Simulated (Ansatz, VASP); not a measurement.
**One calculation of Te, two programs**

```
CELL_PARAMETERS angstrom
3.34616 0.00000 0.00000
0.00000 3.34616 0.00000
0.00000 0.00000 3.34616
ATOMIC_POSITIONS crystal
Te 0.00000 0.00000 0.00000
```

Alike in both runs: task single point; functional revPBE; k mesh 11 × 11 × 11; occupations fermi-dirac, width 0.1 eV; no spin polarisation.

|  | VASP | Ansatz |
| --- | --- | --- |
| version | VASP 6.6.1 | Ansatz 0.2.0 |
| potentials or method | VASP PAW PBE potentials, release 64 (Te), cutoff 520 eV | plane waves (420 eV) with PAW, scalar-relativistic |
| valence electrons in the cell | 6 | 16 |

Ansatz gave:

- pressure (GPa): -4.0

**Question.** What did VASP give for the same quantities?

**Answer.** Pressure (GPa): -4.1.

VASP's potentials were made for PBE, not for revPBE. VASP's potentials hold 6 valence electrons a cell and Ansatz's 16, so a difference there can come from the potentials and not from the codes.

Neither program's run includes spin-orbit coupling.
